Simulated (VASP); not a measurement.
# SiC (Pmma) in VASP: notebook

The runs below take SiC through single point, relaxation of cell and atoms, with PBE, r2SCAN.

All numbers are computed with VASP 6.6.1; they aren't measurements. Logs are shortened: lines on timing, memory, paths and dates and some standing lists are left out, and cuts for length are marked.

## (1) The cell of the first run

It takes space group Pmma (No. 51, orthorhombic). The conventional cell has a = 2.577 Å, b = 3.357 Å, c = 4.941 Å, α = 90.00°, β = 90.00°, γ = 90.00°. C (site symmetry mm2) has 2 C at 1.55 Å and 2 Si at 1.96 Å within 2.1 Å. Within 2.6 Å of Si (site symmetry mm2) lie 2 C at 1.96 Å and 4 Si at 2.42 to 2.58 Å.

## (2) Single point, PBE

File INCAR:

```
ALGO = Normal
EDIFF = 1E-6
ENCUT = 520
GGA = PE
ISIF = 2
ISMEAR = -1
LASPH = T
LCHARG = F
LREAL = F
LWAVE = F
NBANDS = 16
NELM = 100
PREC = Accurate
SIGMA = 0.02
```

File KPOINTS:

```
k-points
0
Gamma
  10 8 6
```

File POSCAR:

```
SiC
1.0
    2.5765146227      0.0000000000      0.0000000000
    0.0000000000      3.3574656397      0.0000000000
    0.0000000000      0.0000000000      4.9411647945
C Si
2 2
Direct
    0.7500000000      0.0000000000      0.9125510328
    0.2500000000      0.0000000000      0.0874489672
    0.2500000000      0.5000000000      0.2924326192
    0.7500000000      0.5000000000      0.7075673808
```

Potentials or basis: VASP PAW PBE potentials, release 64 (C, Si).

The run is started by

```
> cat potpaw_PBE.64/C/POTCAR potpaw_PBE.64/Si/POTCAR > POTCAR
> mpirun -np 1 vasp_std > vasp.out
```

OUTCAR:

```text
EDIFF = 1E-6
   ENCUT = 520
   GGA = PE
   ISIF = 2
   ISMEAR = -1
   LASPH = T
   LREAL = F
   NELM = 100
   PREC = Accurate

 ion  position               nearest neighbor table
   1  0.750  0.000  0.913-   2 1.55   2 1.55   4 1.96   4 1.96
   2  0.250  0.000  0.087-   1 1.55   1 1.55   3 1.96   3 1.96
   3  0.250  0.500  0.292-   2 1.96   2 1.96   4 2.42   4 2.42
   4  0.750  0.500  0.708-   1 1.96   1 1.96   3 2.42   3 2.42

  LATTYP: Found a simple orthorhombic cell.
 ALAT       =     2.5765146227
 B/A-ratio  =     1.3031036619
 C/A-ratio  =     1.9177709107

  Lattice vectors:

 A1 = (   2.5765146227,   0.0000000000,   0.0000000000)
 A2 = (   0.0000000000,   3.3574656397,   0.0000000000)
 A3 = (   0.0000000000,   0.0000000000,   4.9411647945)

Analysis of symmetry for initial positions (statically):
=====================================================================
 Subroutine PRICEL returns:
 Original cell was already a primitive cell.

 Routine SETGRP: Setting up the symmetry group for a
 simple orthorhombic supercell.

 Subroutine GETGRP returns: Found  8 space group operations
 (whereof  4 operations were pure point group operations)
 out of a pool of  8 trial point group operations.

The static configuration has the point symmetry C_2h.
 The point group associated with its full space group is D_2h.

Analysis of symmetry for dynamics (positions and initial velocities):
=====================================================================
 Subroutine PRICEL returns:
 Original cell was already a primitive cell.

 Routine SETGRP: Setting up the symmetry group for a
 simple orthorhombic supercell.

 Subroutine GETGRP returns: Found  8 space group operations
 (whereof  4 operations were pure point group operations)
 out of a pool of  8 trial point group operations.

The dynamic configuration has the point symmetry C_2h.
 The point group associated with its full space group is D_2h.

 Subroutine INISYM returns: Found  8 space group operations
 (whereof  4 operations are pure point group operations),
 and found     1 'primitive' translations

----------------------------------------------------------------------------------------

                                     Primitive cell

  volume of cell :      42.7438

  direct lattice vectors                    reciprocal lattice vectors
[... 86 lines left out ...]
   LNONCOLLINEAR =      F non collinear calculations
   LSORBIT =      F    spin-orbit coupling
   LASPH  =      T    aspherical Exc in radial PAW
   ENCUT  =  520.0 eV  38.22 Ry    6.18 a.u.   4.79  6.24  9.19*2*pi/ulx,y,z
   NELM   =    100;   NELMIN=  2; NELMDL= -5     # of ELM steps
   EDIFF  = 0.1E-05   stopping-criterion for ELM
   LREAL  =      F    real-space projection
   EDIFFG = 0.1E-04   stopping-criterion for IOM
   NSW    =      0    number of steps for IOM
   IBRION =     -1    ionic relax: 0-MD 1-quasi-New 2-CG
   NFREE  =      0    steps in history (QN), initial steepest desc. (CG)
   ISIF   =      2    stress and relaxation
   ISYM   =      2    0-nonsym 1-usesym 2-fastsym
   POTIM  = 0.5000    time-step for ionic-motion
   TEBEG  =    0.0;   TEEND  =   0.0 temperature during run
   PSTRESS=    0.0 pullay stress
   NELECT =      16.0000    total number of electrons
   NUPDOWN=      -1.0000    fix difference up-down
   EMIN   =  10.00;   EMAX   =-10.00  energy-range for DOS
   EFERMI =   0.00;   METHOD = LEGACY
   ISMEAR =    -1;   SIGMA  =   0.02  broadening in eV -4-tet -1-fermi 0-gaus
   EFERMI_NEDOS =   21; number of points for ismear=-14 and -15
   IALGO  =     38    algorithm
   IMIX   =      4    mixing-type and parameters
     AMIX     =   0.40;   BMIX     =  1.00
     AMIX_MAG =   1.60;   BMIX_MAG =  1.00
  volume/ion in A,a.u.               =      10.69        72.11
  Fermi-wavevector in a.u.,A,eV,Ry     =   1.179841  2.229577 18.939661  1.392026
  Thomas-Fermi vector in A             =   2.316145
   LORBIT       =      0    0 simple, 1 ext, 2 COOP (PROOUT), +10 PAW based schemes
   GGA     = PE    functional components
   LHFCALC =     F    Hartree Fock is set to
   AEXX    =    0.0000 exact exchange contribution
   IVDW    =     0    specifies the selected vdW correction
   LEPSILON=     F    determine dielectric tensor
   LRPA    =     F    only Hartree local field effects (RPA)
 non-spin polarized calculation
  energy-cutoff  :      520.00
  volume of cell :       42.74
 maximum number of plane-waves:      1166
 NGX is ok and might be reduce to    20
   NGX =  9   NGY = 13   NGZ = 19

 number of electron      15.9999999 magnetization

 Free energy of the ion-electron system (eV)
  ---------------------------------------------------
  ext. energy  EPLUGINS =         0.00000000
  ---------------------------------------------------
  free energy    TOTEN  =       -27.00776975 eV

  energy without entropy =      -27.00574220  energy(sigma->0) =      -27.00675598

 E-fermi :   9.9646     XC(G=0): -11.3218

 val. band max:        9.9544944056   @ k =   0.4000   0.3750   0.0000
 cond. band min:       9.9736148500   @ k =   0.1000   0.3750   0.3333
 fundamental gap:      0.0191204444
 Fermi energy:         9.9645773746

 k-point     1 :       0.0000    0.0000    0.0000
  band No.  band energies     occupation
      1      -8.6894      2.00000
      2      -1.8013      2.00000
      3      -1.7808      2.00000
      4       2.3450      2.00000
      5       5.1859      2.00000
      6       6.9758      2.00000
[... 433 lines left out ...]
      3       1.7525      2.00000
      4       1.7525      2.00000
      5       3.7316      2.00000
      6       3.7316      2.00000
[... 8 lines left out ...]
     15      19.7103      0.00000
     16      19.7103      0.00000

 [... further k-points ...]
[... 5 lines left out ...]
  --------------------------------------------------------------------------------------
  -------------------------------------------------------------------------------------
  Total        1.3242517      0.2511412      0.0728947      0.0000000      0.0000000     -0.0000000
  in kB       49.6372351      9.4135832      2.7323298      0.0000000      0.0000000     -0.0000000
  external PRESSURE =      20.5943827 kB  Pullay stress =       0.0000000 kB

 VOLUME and BASIS-vectors are now :
 -----------------------------------------------------------------------------
  energy-cutoff  :      520.00
  volume of cell :       42.74
      direct lattice vectors                 reciprocal lattice vectors
     2.576514623  0.000000000  0.000000000     0.388121221  0.000000000  0.000000000
     0.000000000  3.357465640  0.000000000     0.000000000  0.297843703  0.000000000
     0.000000000  0.000000000  4.941164794     0.000000000  0.000000000  0.202381431

 POSITION                                       TOTAL-FORCE (eV/Angst)
 -----------------------------------------------------------------------------------
      1.93239      0.00000      4.50907         0.000000     -0.000000      0.132017
      0.64413      0.00000      0.43210         0.000000     -0.000000     -0.132017
      0.64413      1.67873      1.44496         0.000000      0.000000     -0.088159
      1.93239      1.67873      3.49621         0.000000     -0.000000      0.088159
 -----------------------------------------------------------------------------------
    total drift:                                0.000000     -0.000000      0.000000

  FREE ENERGIE OF THE ION-ELECTRON SYSTEM (eV)
  ---------------------------------------------------
  free  energy   TOTEN  =       -27.0077697512 eV

  energy  without entropy=      -27.0057422009  energy(sigma->0) =      -27.00675598
```

OSZICAR:

```text
N       E                     dE             d eps       ncg     rms          rms(c)
DAV:   1     0.201747577889E+02    0.20175E+02   -0.68047E+03  3848   0.881E+02
DAV:   2    -0.267025532418E+02   -0.46877E+02   -0.42451E+02  5264   0.145E+02
DAV:   3    -0.286910027577E+02   -0.19884E+01   -0.19744E+01  5192   0.271E+01
DAV:   4    -0.287068199405E+02   -0.15817E-01   -0.15813E-01  4768   0.290E+00
DAV:   5    -0.287070196448E+02   -0.19970E-03   -0.19968E-03  5200   0.300E-01    0.889E+00
DAV:   6    -0.270459917335E+02    0.16610E+01   -0.23948E+00  4680   0.125E+01    0.447E+00
DAV:   7    -0.270262253108E+02    0.19766E-01   -0.75026E-01  4728   0.507E+00    0.236E+00
DAV:   8    -0.270087598567E+02    0.17465E-01   -0.26864E-02  5032   0.112E+00    0.668E-01
DAV:   9    -0.270076070965E+02    0.11528E-02   -0.56052E-03  5088   0.535E-01    0.103E-01
DAV:  10    -0.270077436901E+02   -0.13659E-03   -0.43925E-04  4736   0.151E-01    0.537E-02
DAV:  11    -0.270077667748E+02   -0.23085E-04   -0.34292E-05  4768   0.394E-02    0.221E-02
DAV:  12    -0.270077694292E+02   -0.26544E-05   -0.12484E-05  5176   0.235E-02    0.570E-03
DAV:  13    -0.270077697512E+02   -0.32201E-06   -0.16158E-06  3624   0.902E-03
   1 F= -.27007770E+02 E0= -.27006756E+02  d E =-.202755E-02
```

It took 30 s on 1 thread of Intel Xeon 6975P-C (Granite Rapids), shared host; peak memory 0.19 GiB.

What came out:

```
Free energy            : -27.0078 eV
Pressure               : 2.1 GPa
Largest force          : 0.132 eV/Å
Band gap on the k mesh : zero (bands 8 and 9 overlap by 3.82 eV)
```

Forces in eV/Å, atoms in the order of the input:
```
C    0.000  0.000  0.132
C    0.000  0.000 -0.132
Si   0.000  0.000 -0.088
Si   0.000  0.000  0.088
```

## (3) Single point, r2SCAN

POSCAR is that of step 2.

File INCAR.step1:

```
  ALGO = Normal
  EDIFF = 1E-4
  ENCUT = 520
  GGA = PE
  ISMEAR = -1
  LASPH = True
  LCHARG = False
  LREAL = False
  LWAVE = True
  NBANDS = 16
  NELM = 80
  PREC = Accurate
  SIGMA = 0.02
```

File INCAR.step2:

```
  ALGO = Normal
  EDIFF = 1E-6
  ENCUT = 520
  ISIF = 2
  ISMEAR = -1
  ISTART = 1
  LASPH = True
  LCHARG = True
  LELF = True
  LMIXTAU = True
  LREAL = False
  LVHAR = True
  LWAVE = False
  METAGGA = R2SCAN
  NBANDS = 16
  NELM = 80
  PREC = Accurate
  SIGMA = 0.02
```

File KPOINTS:

```
k-points
0
Gamma
  8 8 6
```

Potentials or basis: VASP PAW PBE potentials, release 64 (C, Si).

The run is started by

```
> cat potpaw_PBE.64/C/POTCAR potpaw_PBE.64/Si/POTCAR > POTCAR
> cp INCAR.step1 INCAR
> mpirun -np 1 vasp_std > vasp.out
> cp INCAR.step2 INCAR
> mpirun -np 1 vasp_std > vasp.out
```

Run time: 97 s. Hardware: 1 thread of Intel Xeon 6975P-C (Granite Rapids), shared host; peak memory 0.19 GiB.

Results (log left out):

```yaml
Free_energy: -35.0419 eV
Pressure: 0.0 GPa
Largest_force: 0.051 eV/Å
Band_gap_on_the_k_mesh: zero (bands 8 and 9 overlap by 4.44 eV)
```

Forces in eV/Å, atoms in the order of the input:
```
C    0.000  0.000 -0.051
C    0.000  0.000  0.051
Si   0.000  0.000  0.025
Si   0.000  0.000 -0.025
```

Stress tensor (GPa, compression positive):
```
 0.21  0.00  0.00
 0.00 -0.06  0.00
 0.00  0.00 -0.03
```

Levels at points of the mesh, in eV from the Fermi level:
| k point | band 4 | band 5 | band 6 | band 7 | band 8 | band 9 | band 10 | band 11 | band 12 | band 13 |
| --- | --- | --- | --- | --- | --- | --- | --- | --- | --- | --- |
| (0.00, 0.00, 0.00) | -8.15 | -5.12 | -3.17 | -1.88 | -1.73 | -0.66 | 1.45 | 4.60 | 6.99 | 7.05 |
| (0.50, 0.00, 0.00) | -8.05 | -6.74 | -6.74 | -4.08 | -4.08 | 1.54 | 1.54 | 3.94 | 3.94 | 6.54 |
| (0.00, 0.50, 0.00) | -8.93 | -8.23 | -6.65 | -4.88 | 2.86 | 3.20 | 4.73 | 6.08 | 6.84 | 8.28 |
| (0.50, 0.50, 0.00) | -9.07 | -6.57 | -6.57 | -4.82 | -4.82 | -0.85 | -0.85 | 1.13 | 1.13 | 9.93 |
| (0.00, 0.00, 0.50) | -7.48 | -7.27 | -5.10 | -3.14 | -1.37 | 1.68 | 3.73 | 4.37 | 5.07 | 5.40 |
| (0.50, 0.00, 0.50) | -9.58 | -4.30 | -4.30 | -4.02 | -4.02 | 0.16 | 0.16 | 4.08 | 4.08 | 4.88 |
| (0.00, 0.50, 0.50) | -11.37 | -4.87 | -4.01 | -3.14 | -0.55 | -0.52 | 6.18 | 6.47 | 6.49 | 7.43 |
| (0.50, 0.50, 0.50) | -8.30 | -6.96 | -6.96 | -6.84 | -6.84 | 2.50 | 2.50 | 3.51 | 3.51 | 6.38 |

Caveat: the PAW data sets were made with another functional, which shifts forces and pressure a little.

## (4) Single point, r2SCAN

POSCAR is that of step 3.

File INCAR.step1:

```
SYSTEM = SiC
ALGO = Normal
EDIFF = 1E-4
ENCUT = 520
GGA = PE
ISMEAR = -1
LASPH = .True.
LCHARG = .False.
LREAL = .False.
LWAVE = .True.
NBANDS = 16
NELM = 100
PREC = Accurate
SIGMA = 0.02
```

File INCAR.step2:

```
SYSTEM = SiC
ALGO = Normal
EDIFF = 1E-6
ENCUT = 520
ISIF = 2
ISMEAR = -1
ISTART = 1
LASPH = .True.
LCHARG = .True.
LELF = .True.
LMIXTAU = .True.
LREAL = .False.
LVHAR = .True.
LWAVE = .False.
METAGGA = R2SCAN
NBANDS = 16
NELM = 100
PREC = Accurate
SIGMA = 0.02
```

File KPOINTS:

```
k-points
0
Gamma
  10 8 6
  0 0 0
```

The run is started by

```
> cat potpaw_PBE.64/C/POTCAR potpaw_PBE.64/Si/POTCAR > POTCAR
> cp INCAR.step1 INCAR
> mpirun -np 1 vasp_std > vasp.out
> cp INCAR.step2 INCAR
> mpirun -np 1 vasp_std > vasp.out
```

It took 99 s on 1 thread of Intel Xeon 6975P-C (Granite Rapids), shared host; peak memory 0.2 GiB.

The run converged. Its results:

```
Free energy            : -35.0244 eV
Pressure               : 0.0 GPa
Largest force          : 0.098 eV/Å
Band gap on the k mesh : zero (bands 8 and 9 overlap by 4.00 eV)
```

Forces on the atoms (eV/Å):
```
C    0.000  0.000 -0.056
C    0.000  0.000  0.056
Si   0.000  0.000  0.098
Si   0.000  0.000 -0.098
```

Stress tensor (GPa, compression positive):
```
 3.06  0.00  0.00
 0.00 -2.37  0.00
 0.00  0.00 -0.63
```

Levels at points of the mesh, in eV from the Fermi level:
```csv
k point,band 4,band 5,band 6,band 7,band 8,band 9,band 10,band 11,band 12,band 13
"(0.00, 0.00, 0.00)",-8.13,-5.09,-3.14,-1.86,-1.71,-0.63,1.49,4.62,7.02,7.09
"(0.50, 0.00, 0.00)",-8.02,-6.70,-6.70,-4.05,-4.05,1.57,1.57,3.97,3.97,6.58
"(0.00, 0.50, 0.00)",-8.89,-8.19,-6.61,-4.85,2.89,3.24,4.76,6.11,6.88,8.30
"(0.50, 0.50, 0.00)",-9.03,-6.54,-6.54,-4.78,-4.78,-0.81,-0.81,1.16,1.16,9.96
"(0.00, 0.00, 0.50)",-7.44,-7.23,-5.07,-3.11,-1.34,1.71,3.77,4.41,5.10,5.43
"(0.50, 0.00, 0.50)",-9.55,-4.26,-4.26,-4.00,-4.00,0.20,0.20,4.10,4.10,4.91
"(0.00, 0.50, 0.50)",-11.35,-4.84,-3.98,-3.11,-0.51,-0.48,6.21,6.50,6.53,7.48
"(0.50, 0.50, 0.50)",-8.27,-6.93,-6.93,-6.80,-6.80,2.54,2.54,3.54,3.54,6.41
```

Caveat: the PAW data sets were made with another functional, which shifts forces and pressure a little.

(Continued in part 2 of 2.)
